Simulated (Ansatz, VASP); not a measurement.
## CS2: VASP beside Ansatz

```xyz
12
Lattice="5.6200 0.0000 0.0000 0.0000 5.6200 0.0000 0.0000 0.0000 5.6200" Properties=species:S:1:pos:R:3 pbc="T T T"
C     0.0000    0.0000    0.0000
C     2.8100    0.0000    2.8100
C     2.8100    2.8100    0.0000
C     0.0000    2.8100    2.8100
S     0.8903    0.8903    0.8903
S     1.9197    4.7297    3.7003
S     3.7003    1.9197    4.7297
S     4.7297    3.7003    1.9197
S     4.7297    4.7297    4.7297
S     3.7003    0.8903    1.9197
S     1.9197    3.7003    0.8903
S     0.8903    1.9197    3.7003
```

Alike in both runs: functional PBE; k mesh 4 × 4 × 4; occupations fermi-dirac, width 0.02 eV; no spin polarisation.

Ansatz relaxed the structure, and its values are those at the end. VASP's run is a single point on that final structure, the one shown.

|  | VASP | Ansatz |
| --- | --- | --- |
| version | VASP 6.6.1 | Ansatz 0.2.0 |
| potentials or method | VASP PAW PBE potentials, release 64 (C, S) | plane-wave PAW, scalar-relativistic |
| plane-wave cutoff (eV) | 520 | 420 |
| valence electrons in the cell | 64 | 64 |

Ansatz gave:

* gap on the k mesh at the Fermi level (eV): 1.33
* pressure (GPa): 23.6
* rms of the force components (eV/Å): 0.002

Task: What did VASP give for the same quantities?

Result: gap on the k mesh at the Fermi level (eV): 1.34; pressure (GPa): 22.5; rms of the force components (eV/Å): 0.134.

One of these differences is far larger than is usual between the two programs; its cause wasn't traced. Ansatz's warnings: stress scf threshold loose.
